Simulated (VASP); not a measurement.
# Na: single point with PBE+D3(BJ)

Crystal: Na.

```xyz
1
Lattice="-2.0460 2.0460 2.0460 2.0460 -2.0460 2.0460 2.0460 2.0460 -2.0460" Properties=species:S:1:pos:R:3 pbc="T T T"
Na    0.0000    0.0000    0.0000
```

```yaml
Program: VASP 6.6.1
Task: single point
Functional: PBE
Dispersion: D3(BJ)
Potentials_or_basis: VASP PAW PBE potentials, release 64 (Na_pv)
Cutoff: 520 eV
k_mesh: 9 × 9 × 9
Occupations: fermi-dirac, width 0.05 eV
Spin: no spin polarisation
Dipole_correction: no
Further_INCAR_settings: ALGO = Fast; EDIFF = 1e-07; NBANDS = 10
```

```json
{
 "Pressure": "-0.1 GPa",
 "Dispersion energy per atom": "-0.166 eV"
}
```

Levels at points of the mesh, in eV from the Fermi level:
```
           k point  band 1  band 2  band 3  band 4  band 5  band 6  band 7
(0.00, 0.00, 0.00)  -24.83  -24.83  -24.83   -3.43   12.27   12.27   12.27
```

Run time: 12 s on 1 thread of AMD EPYC 7R13 Processor (Zen 3), with other jobs on the host, peak memory 0.12 GiB.

Caveat: three body term missing; pairwise dispersion overbinds metals, which lowers pressure and volume.
